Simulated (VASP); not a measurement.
# GaGe in VASP: further runs

Runs on GaGe. Level: PBE. Tasks: single point.

All numbers are computed with VASP 6.6.1; they aren't measurements. Logs are shortened: lines on timing, memory, paths and dates and some standing lists are left out, and cuts for length are marked.

**1. The cell of the first run**

Symmetry: F-43m, No. 216, cubic system. Conventional cell: a = 5.622 Å, b = 5.622 Å, c = 5.622 Å, α = 90.00°, β = 90.00°, γ = 90.00°. Within 3.2 Å of Ga (site symmetry -43m) lie 4 Ge at 2.43 Å. Ge (site symmetry -43m) has 4 Ga at 2.43 Å within 3.2 Å.

**2. Single point, PBE (strain -0.030 along x and y, -0.030 along z)**

The input, INCAR:

```
PREC = Accurate
ENCUT = 520
EDIFF = 1E-7
ISMEAR = 0
SIGMA = 0.15
LREAL = False
LASPH = True
NELM = 60
ALGO = Normal
ISIF = 2
LWAVE = False
LCHARG = False
GGA = PE
NBANDS = 20
```

The input, KPOINTS:

```
regular mesh
0
Gamma
  14 14 14
```

The input, POSCAR:

```
GaGe
1.0
    0.0000000000      2.8109086800      2.8109086800
    2.8109086800      0.0000000000      2.8109086800
    2.8109086800      2.8109086800      0.0000000000
Ga Ge
1 1
Direct
    0.7500000000      0.7500000000      0.7500000000
    0.0000000000      0.0000000000      0.0000000000
```

Potentials or basis: VASP PAW PBE potentials, release 64 (Ga_d, Ge_d).

On the command line:

```console
$ cat potpaw_PBE.64/Ga_d/POTCAR potpaw_PBE.64/Ge_d/POTCAR > POTCAR
$ mpirun -np 1 vasp_std > vasp.out
```

OUTCAR:

```text
PREC = Accurate
   ENCUT = 520
   EDIFF = 1E-7
   ISMEAR = 0
   LREAL = False
   LASPH = True
   NELM = 60
   ISIF = 2
   GGA = PE

 ion  position               nearest neighbor table
   1  0.750  0.750  0.750-   2 2.43   2 2.43   2 2.43   2 2.43
   2  0.000  0.000  0.000-   1 2.43   1 2.43   1 2.43   1 2.43

  LATTYP: Found a face centered cubic cell.
 ALAT       =     5.6218173600

  Lattice vectors:

 A1 = (   0.0000000000,   2.8109086800,   2.8109086800)
 A2 = (   2.8109086800,   0.0000000000,   2.8109086800)
 A3 = (   2.8109086800,   2.8109086800,   0.0000000000)

Analysis of symmetry for initial positions (statically):
=====================================================================
 Subroutine PRICEL returns:
 Original cell was already a primitive cell.

 Routine SETGRP: Setting up the symmetry group for a
 face centered cubic supercell.

 Subroutine GETGRP returns: Found 24 space group operations
 (whereof 24 operations were pure point group operations)
 out of a pool of 48 trial point group operations.

The static configuration has the point symmetry T_d .

Analysis of symmetry for dynamics (positions and initial velocities):
=====================================================================
 Subroutine PRICEL returns:
 Original cell was already a primitive cell.

 Routine SETGRP: Setting up the symmetry group for a
 face centered cubic supercell.

 Subroutine GETGRP returns: Found 24 space group operations
 (whereof 24 operations were pure point group operations)
 out of a pool of 48 trial point group operations.

The dynamic configuration has the point symmetry T_d .

 Subroutine INISYM returns: Found 24 space group operations
 (whereof 24 operations are pure point group operations),
 and found     1 'primitive' translations

----------------------------------------------------------------------------------------

                                     Primitive cell

  volume of cell :      44.4191

  direct lattice vectors                    reciprocal lattice vectors
     0.000000000  2.810908680  2.810908680    -0.177878422  0.177878422  0.177878422
     2.810908680  0.000000000  2.810908680     0.177878422 -0.177878422  0.177878422
     2.810908680  2.810908680  0.000000000     0.177878422  0.177878422 -0.177878422

  length of vectors
     3.975225178  3.975225178  3.975225178     0.308094464  0.308094464  0.308094464

  position of ions in fractional coordinates (direct lattice)
     0.750000000  0.750000000  0.750000000
     0.000000000  0.000000000  0.000000000

  ion indices of the primitive-cell ions
   primitive index   ion index
                 1           1
                 2           2

----------------------------------------------------------------------------------------

 KPOINTS: regular mesh

Automatic generation of k-mesh.
 Grid dimensions read from file:
 generate k-points for:   14   14   14

 Generating k-lattice:

  Cartesian coordinates                     Fractional coordinates (reciprocal lattice)
    -0.012705602  0.012705602  0.012705602     0.071428571  0.000000000  0.000000000
     0.012705602 -0.012705602  0.012705602     0.000000000  0.071428571  0.000000000
     0.012705602  0.012705602 -0.012705602     0.000000000  0.000000000  0.071428571

  Length of vectors
     0.022006747  0.022006747  0.022006747

  Shift w.r.t. Gamma in fractional coordinates (k-lattice)
     0.000000000  0.000000000  0.000000000

 Subroutine IBZKPT returns following result:
 ===========================================

 Found    104 irreducible k-points:

 Following reciprocal coordinates:
            Coordinates               Weight
  0.000000  0.000000  0.000000      1.000000
  0.071429  0.000000  0.000000      8.000000
  0.142857  0.000000  0.000000      8.000000
  0.214286  0.000000  0.000000      8.000000
  0.285714  0.000000  0.000000      8.000000
  0.357143  0.000000  0.000000      8.000000
[... 16 lines left out ...]
  0.214286  0.142857  0.000000     24.000000
  0.285714  0.142857  0.000000     24.000000
 [... further k-points ...]
   k-points           NKPTS =    104   k-points in BZ     NKDIM =    104   number of bands    NBANDS=     20
   number of dos      NEDOS =    301   number of ions     NIONS =      2
   total plane-waves  NPLWV =  27000
   dimension x,y,z NGX =    30 NGY =   30 NGZ =   30
   dimension x,y,z NGXF=    60 NGYF=   60 NGZF=   60
   ions per type =               1   1
   NGX,Y,Z   is equivalent  to a cutoff of  12.55, 12.55, 12.55 a.u.
   NGXF,Y,Z  is equivalent  to a cutoff of  25.09, 25.09, 25.09 a.u.
 SYSTEM =  unknown system
   PREC   = accura    normal or accurate (medium, high low for compatibility)
   ISTART =      0    job   : 0-new  1-cont  2-samecut
   ICHARG =      2    charge: 1-file 2-atom 10-const
   ISPIN  =      1    spin polarized calculation?
   LNONCOLLINEAR =      F non collinear calculations
   LSORBIT =      F    spin-orbit coupling
   LASPH  =      T    aspherical Exc in radial PAW
   ENCUT  =  520.0 eV  38.22 Ry    6.18 a.u.   7.39  7.39  7.39*2*pi/ulx,y,z
   NELM   =     60;   NELMIN=  2; NELMDL= -5     # of ELM steps
   EDIFF  = 0.1E-06   stopping-criterion for ELM
   LREAL  =      F    real-space projection
   EDIFFG = 0.1E-05   stopping-criterion for IOM
   NSW    =      0    number of steps for IOM
   IBRION =     -1    ionic relax: 0-MD 1-quasi-New 2-CG
   NFREE  =      0    steps in history (QN), initial steepest desc. (CG)
   ISIF   =      2    stress and relaxation
   ISYM   =      2    0-nonsym 1-usesym 2-fastsym
   POTIM  = 0.5000    time-step for ionic-motion
   TEBEG  =    0.0;   TEEND  =   0.0 temperature during run
   PSTRESS=    0.0 pullay stress
   NELECT =      27.0000    total number of electrons
   NUPDOWN=      -1.0000    fix difference up-down
   EMIN   =  10.00;   EMAX   =-10.00  energy-range for DOS
   EFERMI =   0.00;   METHOD = LEGACY
   ISMEAR =     0;   SIGMA  =   0.15  broadening in eV -4-tet -1-fermi 0-gaus
   EFERMI_NEDOS =   21; number of points for ismear=-14 and -15
   IALGO  =     38    algorithm
   IMIX   =      4    mixing-type and parameters
     AMIX     =   0.40;   BMIX     =  1.00
     AMIX_MAG =   1.60;   BMIX_MAG =  1.00
  volume/ion in A,a.u.               =      22.21       149.88
  Fermi-wavevector in a.u.,A,eV,Ry     =   1.386775  2.620625 26.165976  1.923145
  Thomas-Fermi vector in A             =   2.511059
   LORBIT       =      0    0 simple, 1 ext, 2 COOP (PROOUT), +10 PAW based schemes
   GGA     = PE    functional components
   LHFCALC =     F    Hartree Fock is set to
   AEXX    =    0.0000 exact exchange contribution
   IVDW    =     0    specifies the selected vdW correction
   LEPSILON=     F    determine dielectric tensor
   LRPA    =     F    only Hartree local field effects (RPA)
 non-spin polarized calculation
 Gauss-broadening in eV      SIGMA  =   0.15
  energy-cutoff  :      520.00
  volume of cell :       44.42
 maximum number of plane-waves:      1243
 NGX is ok and might be reduce to    30
   NGX = 15   NGY = 15   NGZ = 15

 number of electron      27.0000023 magnetization

 Free energy of the ion-electron system (eV)
  ---------------------------------------------------
  ext. energy  EPLUGINS =         0.00000000
  ---------------------------------------------------
  free energy    TOTEN  =        -7.02375347 eV

  energy without entropy =       -7.01095991  energy(sigma->0) =       -7.01735669

 E-fermi :   3.7334     XC(G=0):  -9.9799

 val. band max:        3.7310691154   @ k =  -0.3571   0.2143   0.0000
 cond. band min:       3.7370536091   @ k =  -0.2857   0.0714   0.0000
 fundamental gap:      0.0059844937
 Fermi energy:         3.7334331460

 k-point     1 :       0.0000    0.0000    0.0000
  band No.  band energies     occupation
      1     -20.1799      2.00000
      2     -20.1799      2.00000
      3     -20.1799      2.00000
      4     -20.1541      2.00000
      5     -20.1541      2.00000
      6     -10.6478      2.00000
[... 12 lines left out ...]
     19      11.8753      0.00000
     20      14.9612      0.00000

 k-point     2 :       0.0714    0.0000    0.0000
  band No.  band energies     occupation
      1     -20.1798      2.00000
      2     -20.1797      2.00000
      3     -20.1797      2.00000
      4     -20.1540      2.00000
      5     -20.1540      2.00000
      6     -10.6498      2.00000
[... 12 lines left out ...]
     19      12.2562      0.00000
     20      14.3701      0.00000

 k-point     3 :       0.1429    0.0000    0.0000
  band No.  band energies     occupation
      1     -20.1798      2.00000
      2     -20.1791      2.00000
      3     -20.1791      2.00000
      4     -20.1539      2.00000
      5     -20.1539      2.00000
      6     -10.6552      2.00000
[... 12 lines left out ...]
     19      13.0991      0.00000
     20      13.7637      0.00000

 k-point     4 :       0.2143    0.0000    0.0000
  band No.  band energies     occupation
      1     -20.1798      2.00000
      2     -20.1784      2.00000
      3     -20.1784      2.00000
      4     -20.1536      2.00000
      5     -20.1536      2.00000
      6     -10.6630      2.00000
[... 12 lines left out ...]
     19      13.3748      0.00000
     20      13.5597      0.00000

 k-point     5 :       0.2857    0.0000    0.0000
  band No.  band energies     occupation
      1     -20.1798      2.00000
      2     -20.1777      2.00000
      3     -20.1777      2.00000
      4     -20.1533      2.00000
      5     -20.1533      2.00000
      6     -10.6716      2.00000
[... 12 lines left out ...]
     19      13.1416      0.00000
     20      13.8903      0.00000
[... 353 lines left out ...]
      6     -10.6534      2.00000
[... 12 lines left out ...]
     19      12.7973      0.00000
     20      13.5804      0.00000

 k-point    22 :       0.1429    0.1429    0.0000
  band No.  band energies     occupation
      1     -20.1808      2.00000
      2     -20.1784      2.00000
      3     -20.1784      2.00000
      4     -20.1545      2.00000
      5     -20.1531      2.00000
      6     -10.6622      2.00000
[... 12 lines left out ...]
     19      12.3544      0.00000
     20      13.5704      0.00000

 k-point    23 :       0.2143    0.1429    0.0000
  band No.  band energies     occupation
      1     -20.1811      2.00000
      2     -20.1777      2.00000
      3     -20.1776      2.00000
      4     -20.1547      2.00000
      5     -20.1526      2.00000
      6     -10.6688      2.00000
[... 12 lines left out ...]
     19      12.4242      0.00000
     20      14.3699      0.00000

 k-point    24 :       0.2857    0.1429    0.0000
  band No.  band energies     occupation
      1     -20.1810      2.00000
      2     -20.1771      2.00000
      3     -20.1768      2.00000
      4     -20.1546      2.00000
      5     -20.1522      2.00000
      6     -10.6755      2.00000
[... 12 lines left out ...]
     19      13.3906      0.00000
     20      14.8317      0.00000

 [... further k-points ...]

------------------------ aborting loop because EDIFF is reached ----------------------------------------

  FORCE on cell =-STRESS in cart. coord.  units (eV):
  Direction    XX          YY          ZZ          XY          YZ          ZX
  --------------------------------------------------------------------------------------
  -------------------------------------------------------------------------------------
  Total        1.5755467      1.5755467      1.5755467      0.0000000     -0.0000000      0.0000000
  in kB       56.8292166     56.8292166     56.8292166      0.0000000     -0.0000000      0.0000000
  external PRESSURE =      56.8292166 kB  Pullay stress =       0.0000000 kB

 VOLUME and BASIS-vectors are now :
 -----------------------------------------------------------------------------
  energy-cutoff  :      520.00
  volume of cell :       44.42
      direct lattice vectors                 reciprocal lattice vectors
     0.000000000  2.810908680  2.810908680    -0.177878422  0.177878422  0.177878422
     2.810908680  0.000000000  2.810908680     0.177878422 -0.177878422  0.177878422
     2.810908680  2.810908680  0.000000000     0.177878422  0.177878422 -0.177878422

 POSITION                                       TOTAL-FORCE (eV/Angst)
 -----------------------------------------------------------------------------------
      4.21636      4.21636      4.21636         0.000000      0.000000      0.000000
      0.00000      0.00000      0.00000        -0.000000     -0.000000     -0.000000
 -----------------------------------------------------------------------------------
    total drift:                               -0.000001     -0.000001     -0.000000

  FREE ENERGIE OF THE ION-ELECTRON SYSTEM (eV)
  ---------------------------------------------------
  free  energy   TOTEN  =        -7.0237534681 eV

  energy  without entropy=       -7.0109599098  energy(sigma->0) =       -7.01735669
```

Run time: 2 min. Hardware: 1 thread of Intel Xeon Platinum 8259CL at 2.50GHz (Skylake/Cascade Lake), shared host; peak memory 0.23 GiB.

Results:

```yaml
Free_energy: -7.0238 eV
Pressure: 5.7 GPa
Band_gap_on_the_k_mesh: zero (an odd number of electrons rules out a gap without spin polarisation)
```

Caveat: the cell differs from its parent crystal (strain -0.030 along x and y, -0.030 along z); the cell stands under pressure.

**3. Single point, PBE (strain -0.030 along x and y, +0.000 along z)**

The input, INCAR:

```
SYSTEM = GaGe
PREC = Accurate
ENCUT = 520
EDIFF = 1E-6
ISMEAR = 0
SIGMA = 0.15
LREAL = .False.
LASPH = .True.
NELM = 60
ALGO = Normal
ISIF = 2
LWAVE = .False.
LCHARG = .False.
GGA = PE
NBANDS = 20
```

The input, KPOINTS:

```
regular mesh
0
Gamma
  14 14 14
  0 0 0
```

The input, POSCAR:

```
GaGe
1.0
    0.0000000000      2.8109086800      2.8978440000
    2.8109086800      0.0000000000      2.8978440000
    2.8109086800      2.8109086800      0.0000000000
Ga Ge
1 1
Direct
    0.7500000000      0.7500000000      0.7500000000
    0.0000000000      0.0000000000      0.0000000000
```

Potentials or basis: VASP PAW PBE potentials, release 64 (Ga_d, Ge_d).

On the command line:

```console
$ cat potpaw_PBE.64/Ga_d/POTCAR potpaw_PBE.64/Ge_d/POTCAR > POTCAR
$ mpirun -np 1 vasp_std > vasp.out
```

It took 3.9 min on 1 thread of Intel Xeon Platinum 8259CL at 2.50GHz (Skylake/Cascade Lake), shared host; peak memory 0.34 GiB.

The run converged. Its results:

```
Free energy            : -7.0645 eV
Pressure               : 3.5 GPa
Band gap on the k mesh : zero (an odd number of electrons rules out a gap without spin polarisation)
```

Stress tensor (GPa, compression positive):
```
3.42 0.00 0.00
0.00 3.42 0.00
0.00 0.00 3.75
```

Levels at points of the mesh, in eV from the Fermi level:
```tsv
k point	band 11	band 12	band 13	band 14	band 15	band 16	band 17	band 18
(0.00, 0.00, 0.00)	-10.84	1.71	1.92	1.92	2.70	4.51	4.51	4.61
(0.50, 0.00, 0.00)	-8.71	-5.53	0.31	0.59	2.38	5.44	5.64	8.38
(0.50, 0.50, 0.00)	-7.67	-6.04	-1.16	-1.16	2.54	2.71	11.65	11.65
(0.50, 0.00, 0.50)	-7.52	-5.86	-1.39	-1.37	2.31	2.44	11.53	11.65
```

Caveat: the cell differs from its parent crystal (strain -0.030 along x and y, +0.000 along z); the cell stands under pressure.

**4. Single point, PBE (strain -0.030 along x and y, +0.030 along z)**

The input, INCAR:

```
SYSTEM = GaGe
PREC     = Accurate       ! precision mode
ENCUT    = 520            ! plane-wave cutoff, eV
EDIFF    = 1E-6           ! SCF threshold, eV
ISMEAR   = 0              ! smearing method
SIGMA    = 0.15           ! smearing width, eV
LREAL    = .False.        ! projectors in reciprocal space
LASPH    = .True.         ! aspherical terms in the spheres
NELM     = 100            ! most SCF steps
ALGO     = Normal         ! electronic algorithm
ISIF     = 2              ! what is computed and relaxed
LWAVE    = .False.        ! write WAVECAR
LCHARG   = .False.        ! write CHGCAR
GGA      = PE             ! functional
NBANDS   = 20             ! bands
```

The input, KPOINTS:

```
Automatic mesh
0
Gamma
  14 14 14
  0 0 0
```

The input, POSCAR:

```
GaGe
1.0
    0.0000000000      2.8109086800      2.9847793200
    2.8109086800      0.0000000000      2.9847793200
    2.8109086800      2.8109086800      0.0000000000
Ga Ge
1 1
Direct
    0.7500000000      0.7500000000      0.7500000000
    0.0000000000      0.0000000000      0.0000000000
```

On the command line:

```console
$ cat potpaw_PBE.64/Ga_d/POTCAR potpaw_PBE.64/Ge_d/POTCAR > POTCAR
$ mpirun -np 1 vasp_std > vasp.out
```

Wall time 3.8 min (1 thread of Intel Xeon Platinum 8259CL at 2.50GHz (Skylake/Cascade Lake), shared host); peak memory 0.35 GiB.

Results (log left out):

```yaml
Free_energy: -7.0895 eV
Pressure: 1.7 GPa
Band_gap_on_the_k_mesh: zero (an odd number of electrons rules out a gap without spin polarisation)
```

Stress tensor (GPa, compression positive):
```
1.49 0.00 0.00
0.00 1.49 0.00
0.00 0.00 2.05
```

Levels at points of the mesh, in eV from the Fermi level:
| k point | band 11 | band 12 | band 13 | band 14 | band 15 | band 16 | band 17 | band 18 |
| --- | --- | --- | --- | --- | --- | --- | --- | --- |
| (0.00, 0.00, 0.00) | -10.67 | 1.50 | 1.93 | 1.93 | 2.38 | 4.42 | 4.42 | 4.63 |
| (0.50, 0.00, 0.00) | -8.62 | -5.43 | 0.16 | 0.71 | 2.17 | 5.34 | 5.67 | 8.35 |
| (0.50, 0.50, 0.00) | -7.71 | -6.07 | -0.97 | -0.97 | 2.67 | 2.85 | 11.33 | 11.33 |
| (0.50, 0.00, 0.50) | -7.43 | -5.73 | -1.41 | -1.36 | 2.24 | 2.33 | 11.03 | 11.23 |

Caveat: the cell differs from its parent crystal (strain -0.030 along x and y, +0.030 along z).

**5. Single point, PBE (strain +0.000 along x and y, -0.030 along z)**

The input, INCAR:

```
  PREC = Accurate
  ENCUT = 520
  EDIFF = 1E-7
  ISMEAR = 0
  SIGMA = 0.15
  LREAL = F
  LASPH = T
  NELM = 80
  ALGO = Normal
  ISIF = 2
  LWAVE = F
  LCHARG = F
  GGA = PE
  NBANDS = 20
```

The input, KPOINTS:

```
Automatic mesh
0
Gamma
  14 14 14
```

The input, POSCAR:

```
GaGe
1.0
    0.0000000000      2.8978440000      2.8109086800
    2.8978440000      0.0000000000      2.8109086800
    2.8978440000      2.8978440000      0.0000000000
Ga Ge
1 1
Direct
    0.7500000000      0.7500000000      0.7500000000
    0.0000000000      0.0000000000      0.0000000000
```

On the command line:

```console
$ cat potpaw_PBE.64/Ga_d/POTCAR potpaw_PBE.64/Ge_d/POTCAR > POTCAR
$ mpirun -np 1 vasp_std > vasp.out
```

Run time: 3.8 min. Hardware: 1 thread of Intel Xeon Platinum 8259CL at 2.50GHz (Skylake/Cascade Lake), shared host; peak memory 0.35 GiB.

It converged, with:

| Property | Result |
| --- | --- |
| Free energy | -7.0876 eV |
| Pressure | 1.7 GPa |
| Band gap on the k mesh | zero (an odd number of electrons rules out a gap without spin polarisation) |

Stress tensor (GPa, compression positive):
```
1.78 0.00 0.00
0.00 1.78 0.00
0.00 0.00 1.62
```

Levels at points of the mesh, in eV from the Fermi level:
```tsv
k point	band 11	band 12	band 13	band 14	band 15	band 16	band 17	band 18
(0.00, 0.00, 0.00)	-10.67	1.72	1.72	1.91	2.39	4.40	4.51	4.51
(0.50, 0.00, 0.00)	-8.63	-5.43	0.30	0.56	2.23	5.35	5.58	8.31
(0.50, 0.50, 0.00)	-7.43	-5.73	-1.40	-1.40	2.24	2.32	11.35	11.35
(0.50, 0.00, 0.50)	-7.57	-5.91	-1.20	-1.18	2.45	2.59	11.23	11.34
```

Caveat: the cell differs from its parent crystal (strain +0.000 along x and y, -0.030 along z).

[end of part 1 of 2]
